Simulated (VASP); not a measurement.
# BeZn2TeS2 (P4/mmm) in VASP: further runs

BeZn2TeS2 is run at these levels: PBE; tasks: single point, relaxation of cell and atoms.

Everything below comes from runs of VASP 6.6.1. Logs are shortened: lines on timing, memory, paths and dates and some standing lists are left out, and cuts for length are marked.

## Step 1: The cell of the first run

The structure is tetragonal, space group P4/mmm (No. 123). The conventional cell has a = 5.781 Å, b = 5.781 Å, c = 3.386 Å, α = 90.00°, β = 90.00°, γ = 90.00°. Be (site symmetry 4/mmm) has 4 Zn at 2.89 Å and 8 S at 3.35 Å and 2 Be at 3.39 Å within 3.8 Å. Within 2.3 Å of Zn (site symmetry mmm) lie 2 S at 1.69 Å. Within 3.8 Å of Te (site symmetry 4/mmm) lie 4 Zn at 2.89 Å and 8 S at 3.35 Å and 2 Te at 3.39 Å. S (site symmetry mmm) has 2 Zn at 1.69 Å within 2.3 Å.

## Step 2: Single point, PBE

File INCAR:

```
SYSTEM = BeZn2TeS2
PREC = Accurate
ENCUT = 520
EDIFF = 1E-6
ISMEAR = 0
SIGMA = 0.1
LREAL = .False.
LASPH = .True.
NELM = 60
ALGO = Normal
ISIF = 2
LWAVE = .False.
LCHARG = .False.
GGA = PE
NBANDS = 31
```

File KPOINTS:

```
Automatic mesh
0
Gamma
  4 4 6
  0 0 0
```

File POSCAR:

```
BeZn2TeS2
1.0
    5.7807492600      0.0000000000      0.0000000000
    0.0000000000      5.7807492600      0.0000000000
    0.0000000000      0.0000000000      3.3862338700
Be Zn Te S
1 2 1 2
Direct
    0.0000000000      0.0000000000      0.0000000000
    0.0000000000      0.5000000000      0.0000000000
    0.5000000000      0.0000000000      0.0000000000
    0.5000000000      0.5000000000      0.0000000000
    0.0000000000      0.5000000000      0.5000000000
    0.5000000000      0.0000000000      0.5000000000
```

Potentials or basis: VASP PAW PBE potentials, release 64 (Be, Zn, Te, S).

Command:

```
$ cat potpaw_PBE.64/Be/POTCAR potpaw_PBE.64/Zn/POTCAR potpaw_PBE.64/Te/POTCAR potpaw_PBE.64/S/POTCAR > POTCAR
$ mpirun -np 1 vasp_std > vasp.out
```

OUTCAR:

```text
SYSTEM = BeZn2TeS2
   PREC = Accurate
   ENCUT = 520
   EDIFF = 1E-6
   ISMEAR = 0
   LREAL = .False.
   LASPH = .True.
   NELM = 60
   ISIF = 2
   GGA = PE

 ion  position               nearest neighbor table
   1  0.000  0.000  0.000-
   2  0.000  0.500  0.000-   5 1.69   5 1.69   4 2.89   4 2.89
   3  0.500  0.000  0.000-   6 1.69   6 1.69   4 2.89   4 2.89
   4  0.500  0.500  0.000-   2 2.89   3 2.89   3 2.89   2 2.89
   5  0.000  0.500  0.500-   2 1.69   2 1.69
   6  0.500  0.000  0.500-   3 1.69   3 1.69

  LATTYP: Found a simple tetragonal cell.
 ALAT       =     5.7807492600
 C/A-ratio  =     0.5857776765

  Lattice vectors:

 A1 = (   5.7807492600,   0.0000000000,   0.0000000000)
 A2 = (   0.0000000000,   5.7807492600,   0.0000000000)
 A3 = (   0.0000000000,   0.0000000000,   3.3862338700)

Analysis of symmetry for initial positions (statically):
=====================================================================
 Subroutine PRICEL returns:
 Original cell was already a primitive cell.

 Routine SETGRP: Setting up the symmetry group for a
 simple tetragonal supercell.

 Subroutine GETGRP returns: Found 16 space group operations
 (whereof 16 operations were pure point group operations)
 out of a pool of 16 trial point group operations.

The static configuration has the point symmetry D_4h.

Analysis of symmetry for dynamics (positions and initial velocities):
=====================================================================
 Subroutine PRICEL returns:
 Original cell was already a primitive cell.

 Routine SETGRP: Setting up the symmetry group for a
 simple tetragonal supercell.

 Subroutine GETGRP returns: Found 16 space group operations
 (whereof 16 operations were pure point group operations)
 out of a pool of 16 trial point group operations.

The dynamic configuration has the point symmetry D_4h.

 Subroutine INISYM returns: Found 16 space group operations
 (whereof 16 operations are pure point group operations),
 and found     1 'primitive' translations

----------------------------------------------------------------------------------------

                                     Primitive cell

  volume of cell :     113.1580

  direct lattice vectors                    reciprocal lattice vectors
     5.780749260  0.000000000  0.000000000     0.172987956  0.000000000  0.000000000
     0.000000000  5.780749260  0.000000000     0.000000000  0.172987956  0.000000000
     0.000000000  0.000000000  3.386233870     0.000000000  0.000000000  0.295313330

  length of vectors
     5.780749260  5.780749260  3.386233870     0.172987956  0.172987956  0.295313330

  position of ions in fractional coordinates (direct lattice)
     0.000000000  0.000000000  0.000000000
     0.000000000  0.500000000  0.000000000
     0.500000000  0.000000000  0.000000000
     0.500000000  0.500000000  0.000000000
     0.000000000  0.500000000  0.500000000
     0.500000000  0.000000000  0.500000000

  ion indices of the primitive-cell ions
   primitive index   ion index
                 1           1
                 2           2
                 3           3
                 4           4
                 5           5
                 6           6

----------------------------------------------------------------------------------------

 KPOINTS: Automatic mesh

Automatic generation of k-mesh.
 Grid dimensions read from file:
 generate k-points for:    4    4    6

 Generating k-lattice:

  Cartesian coordinates                     Fractional coordinates (reciprocal lattice)
     0.043246989  0.000000000  0.000000000     0.250000000  0.000000000  0.000000000
     0.000000000  0.043246989  0.000000000     0.000000000  0.250000000  0.000000000
     0.000000000  0.000000000  0.049218888     0.000000000  0.000000000  0.166666667

  Length of vectors
     0.043246989  0.043246989  0.049218888

  Shift w.r.t. Gamma in fractional coordinates (k-lattice)
     0.000000000  0.000000000  0.000000000

 Subroutine IBZKPT returns following result:
 ===========================================

 Found     24 irreducible k-points:

 Following reciprocal coordinates:
            Coordinates               Weight
  0.000000  0.000000  0.000000      1.000000
  0.250000  0.000000  0.000000      4.000000
  0.500000  0.000000  0.000000      2.000000
  0.250000  0.250000  0.000000      4.000000
  0.500000  0.250000  0.000000      4.000000
  0.500000  0.500000  0.000000      1.000000
[... 16 lines left out ...]
  0.500000  0.250000  0.500000      4.000000
  0.500000  0.500000  0.500000      1.000000
   k-points           NKPTS =     24   k-points in BZ     NKDIM =     24   number of bands    NBANDS=     31
   number of dos      NEDOS =    301   number of ions     NIONS =      6
   total plane-waves  NPLWV =  64512
   dimension x,y,z NGX =    48 NGY =   48 NGZ =   28
   dimension x,y,z NGXF=    96 NGYF=   96 NGZF=   56
   ions per type =               1   2   1   2
   NGX,Y,Z   is equivalent  to a cutoff of  13.80, 13.80, 13.75 a.u.
   NGXF,Y,Z  is equivalent  to a cutoff of  27.61, 27.61, 27.49 a.u.
 SYSTEM =  BeZn2TeS2
   PREC   = accura    normal or accurate (medium, high low for compatibility)
   ISTART =      0    job   : 0-new  1-cont  2-samecut
   ICHARG =      2    charge: 1-file 2-atom 10-const
   ISPIN  =      1    spin polarized calculation?
   LNONCOLLINEAR =      F non collinear calculations
   LSORBIT =      F    spin-orbit coupling
   LASPH  =      T    aspherical Exc in radial PAW
   ENCUT  =  520.0 eV  38.22 Ry    6.18 a.u.  10.75 10.75  6.30*2*pi/ulx,y,z
   NELM   =     60;   NELMIN=  2; NELMDL= -5     # of ELM steps
   EDIFF  = 0.1E-05   stopping-criterion for ELM
   LREAL  =      F    real-space projection
   EDIFFG = 0.1E-04   stopping-criterion for IOM
   NSW    =      0    number of steps for IOM
   IBRION =     -1    ionic relax: 0-MD 1-quasi-New 2-CG
   NFREE  =      0    steps in history (QN), initial steepest desc. (CG)
   ISIF   =      2    stress and relaxation
   ISYM   =      2    0-nonsym 1-usesym 2-fastsym
   POTIM  = 0.5000    time-step for ionic-motion
   TEBEG  =    0.0;   TEEND  =   0.0 temperature during run
   PSTRESS=    0.0 pullay stress
   NELECT =      44.0000    total number of electrons
   NUPDOWN=      -1.0000    fix difference up-down
   EMIN   =  10.00;   EMAX   =-10.00  energy-range for DOS
   EFERMI =   0.00;   METHOD = LEGACY
   ISMEAR =     0;   SIGMA  =   0.10  broadening in eV -4-tet -1-fermi 0-gaus
   EFERMI_NEDOS =   21; number of points for ismear=-14 and -15
   IALGO  =     38    algorithm
   IMIX   =      4    mixing-type and parameters
     AMIX     =   0.40;   BMIX     =  1.00
     AMIX_MAG =   1.60;   BMIX_MAG =  1.00
  volume/ion in A,a.u.               =      18.86       127.27
  Fermi-wavevector in a.u.,A,eV,Ry     =   1.194897  2.258029 19.426127  1.427780
  Thomas-Fermi vector in A             =   2.330876
   LORBIT       =      0    0 simple, 1 ext, 2 COOP (PROOUT), +10 PAW based schemes
   GGA     = PE    functional components
   LHFCALC =     F    Hartree Fock is set to
   AEXX    =    0.0000 exact exchange contribution
   IVDW    =     0    specifies the selected vdW correction
   LEPSILON=     F    determine dielectric tensor
   LRPA    =     F    only Hartree local field effects (RPA)
 non-spin polarized calculation
 Gauss-broadening in eV      SIGMA  =   0.10
  energy-cutoff  :      520.00
  volume of cell :      113.16
 maximum number of plane-waves:      3080
 NGX is ok and might be reduce to    48
   NGX = 21   NGY = 21   NGZ = 13

 number of electron      43.9999980 magnetization

 Free energy of the ion-electron system (eV)
  ---------------------------------------------------
  ext. energy  EPLUGINS =         0.00000000
  ---------------------------------------------------
  free energy    TOTEN  =        -1.33876863 eV

  energy without entropy =       -1.31810513  energy(sigma->0) =       -1.32843688

 E-fermi :   4.8405     XC(G=0):  -9.8766

 val. band max:        4.7828754335   @ k =   0.5000   0.0000   0.1667
 cond. band min:       4.8520584834   @ k =   0.5000   0.2500   0.3333
 fundamental gap:      0.0691830499
 Fermi energy:         4.8405176624

 k-point     1 :       0.0000    0.0000    0.0000
  band No.  band energies     occupation
      1     -12.2015      2.00000
      2     -11.9783      2.00000
      3      -6.9988      2.00000
      4      -5.0300      2.00000
      5      -5.0300      2.00000
      6      -5.0117      2.00000
[... 23 lines left out ...]
     30      12.9280      0.00000
     31      13.2811      0.00000

 k-point     2 :       0.2500    0.0000    0.0000
  band No.  band energies     occupation
      1     -12.1632      2.00000
      2     -12.0042      2.00000
      3      -7.0071      2.00000
      4      -5.0291      2.00000
      5      -5.0285      2.00000
      6      -5.0150      2.00000
[... 23 lines left out ...]
     30      12.3874      0.00000
     31      13.6930      0.00000

 k-point     3 :       0.5000    0.0000    0.0000
  band No.  band energies     occupation
      1     -12.0902      2.00000
      2     -12.0648      2.00000
      3      -7.0161      2.00000
      4      -5.0273      2.00000
      5      -5.0266      2.00000
      6      -5.0190      2.00000
[... 23 lines left out ...]
     30      11.5241      0.00000
     31      11.7852      0.00000

 k-point     4 :       0.2500    0.2500    0.0000
  band No.  band energies     occupation
      1     -12.1331      2.00000
      2     -12.0204      2.00000
      3      -7.0171      2.00000
      4      -5.0328      2.00000
      5      -5.0234      2.00000
      6      -5.0219      2.00000
[... 635 lines left out ...]
     30      11.2152      0.00000
     31      11.3301      0.00000

 k-point    23 :       0.5000    0.2500    0.5000
  band No.  band energies     occupation
      1      -9.3736      2.00000
      2      -9.3677      2.00000
      3      -7.9364      2.00000
      4      -7.9273      2.00000
      5      -5.7116      2.00000
      6      -5.6429      2.00000
[... 23 lines left out ...]
     30      10.0095      0.00000
     31      10.5899      0.00000

 k-point    24 :       0.5000    0.5000    0.5000
  band No.  band energies     occupation
      1      -9.3647      2.00000
      2      -9.3647      2.00000
      3      -7.9271      2.00000
      4      -7.9271      2.00000
      5      -5.6725      2.00000
      6      -5.6177      2.00000
[... 23 lines left out ...]
     30       9.5735      0.00000
     31       9.5735      0.00000

------------------------ aborting loop because EDIFF is reached ----------------------------------------

  FORCE on cell =-STRESS in cart. coord.  units (eV):
  Direction    XX          YY          ZZ          XY          YZ          ZX
  --------------------------------------------------------------------------------------
  -------------------------------------------------------------------------------------
  Total        6.0566928      6.0566928    121.5279635      0.0000000     -0.0000000      0.0000000
  in kB       85.7552896     85.7552896   1720.6858565      0.0000000     -0.0000000      0.0000000
  external PRESSURE =     630.7321452 kB  Pullay stress =       0.0000000 kB

 VOLUME and BASIS-vectors are now :
 -----------------------------------------------------------------------------
  energy-cutoff  :      520.00
  volume of cell :      113.16
      direct lattice vectors                 reciprocal lattice vectors
     5.780749260  0.000000000  0.000000000     0.172987956  0.000000000  0.000000000
     0.000000000  5.780749260  0.000000000     0.000000000  0.172987956  0.000000000
     0.000000000  0.000000000  3.386233870     0.000000000  0.000000000  0.295313330

 POSITION                                       TOTAL-FORCE (eV/Angst)
 -----------------------------------------------------------------------------------
      0.00000      0.00000      0.00000         0.000000      0.000000      0.000000
      0.00000      2.89037      0.00000         0.000000      0.000000      0.000000
      2.89037      0.00000      0.00000         0.000000      0.000000      0.000000
      2.89037      2.89037      0.00000         0.000000      0.000000      0.000000
      0.00000      2.89037      1.69312         0.000000      0.000000      0.000000
      2.89037      0.00000      1.69312         0.000000      0.000000      0.000000
 -----------------------------------------------------------------------------------
    total drift:                                0.000000      0.000000      0.000000

  FREE ENERGIE OF THE ION-ELECTRON SYSTEM (eV)
  ---------------------------------------------------
  free  energy   TOTEN  =        -1.3387686332 eV

  energy  without entropy=       -1.3181051298  energy(sigma->0) =       -1.32843688
```

Run time: 53 s. Hardware: 1 thread of Intel Xeon 6975P-C (Granite Rapids), shared host; peak memory 0.29 GiB.

What came out:

```
Free energy            : -1.3388 eV
Pressure               : 63.1 GPa
Band gap on the k mesh : zero (band 22 reaches 5.47 eV, above the bottom of band 23 at 3.94 eV)
```

Stress tensor (GPa, compression positive):
```
  8.58   0.00   0.00
  0.00   8.58   0.00
  0.00   0.00 172.07
```

Levels at points of the mesh, in eV from the Fermi level:
```
           k point  band 20  band 21  band 22  band 23  band 24  band 25
(0.00, 0.00, 0.00)    -2.08     0.63     0.63     2.00     3.27     3.34
(0.50, 0.00, 0.00)    -1.53    -0.68     0.54     1.39     1.80     2.90
(0.50, 0.50, 0.00)    -1.78    -1.78     0.26     1.61     1.67     1.67
(0.00, 0.00, 0.50)    -2.37    -1.40    -1.40     0.48     0.48     0.54
(0.50, 0.00, 0.50)    -1.82    -1.11    -0.55    -0.23     0.35     1.80
(0.50, 0.50, 0.50)    -1.17     0.04     0.38     0.38     2.25     2.66
```

Caveat: spin-orbit coupling is left out, which moves the levels of the heavy elements.

## Step 3: Single point, PBE

This run uses another cell than the first one, of 22.48 Å³/atom, 1.192 times its volume.

File INCAR:

```
PREC = Accurate
ENCUT = 520
EDIFF = 1E-6
ISMEAR = 0
SIGMA = 0.1
LREAL = False
LASPH = True
NELM = 100
ALGO = Normal
ISIF = 2
LWAVE = False
LCHARG = False
GGA = PE
NBANDS = 31
```

File KPOINTS:

```
Automatic mesh
0
Gamma
  4 4 6
```

Changes to POSCAR since step 2:

```diff
@@ -2,5 +2,5 @@
 1.0
-    5.7807492600      0.0000000000      0.0000000000
-    0.0000000000      5.7807492600      0.0000000000
-    0.0000000000      0.0000000000      3.3862338700
+    5.4534752973      0.0000000000      0.0000000000
+    0.0000000000      5.4534752973      0.0000000000
+    0.0000000000      0.0000000000      4.5346652139
 Be Zn Te S
```

Potentials or basis: VASP PAW PBE potentials, release 64 (Be, Zn, Te, S).

Command:

```
$ cat potpaw_PBE.64/Be/POTCAR potpaw_PBE.64/Zn/POTCAR potpaw_PBE.64/Te/POTCAR potpaw_PBE.64/S/POTCAR > POTCAR
$ mpirun -np 1 vasp_std > vasp.out
```

Wall time 44 s (1 thread of Intel Xeon 6975P-C (Granite Rapids), shared host); peak memory 0.3 GiB.

It converged, with:

| Item | Value |
| --- | --- |
| Free energy | -13.9055 eV |
| Pressure | 0.2 GPa |
| Band gap on the k mesh | zero (band 22 reaches 3.35 eV, above the bottom of band 23 at 2.67 eV) |

Stress tensor (GPa, compression positive):
```
0.12 0.00 0.00
0.00 0.12 0.00
0.00 0.00 0.30
```

Levels at points of the mesh, in eV from the Fermi level:
```tsv
k point	band 19	band 20	band 21	band 22	band 23	band 24	band 25	band 26
(0.00, 0.00, 0.00)	-1.65	-1.65	-0.07	-0.03	-0.03	0.17	2.45	2.49
(0.50, 0.00, 0.00)	-1.99	-1.61	-0.93	-0.24	0.13	0.39	1.91	3.54
(0.50, 0.50, 0.00)	-1.94	-1.00	-0.80	-0.77	0.18	2.18	2.18	3.04
(0.00, 0.00, 0.50)	-1.91	-1.60	-0.55	-0.55	0.53	0.98	0.98	2.03
(0.50, 0.00, 0.50)	-1.41	-1.23	-1.03	-0.04	0.49	0.60	2.56	3.26
(0.50, 0.50, 0.50)	-0.39	-0.28	0.52	0.52	1.16	3.25	3.25	4.00
```

Caveat: spin-orbit coupling is left out, which moves the levels of the heavy elements.

(Part 1 of 2 ends here.)
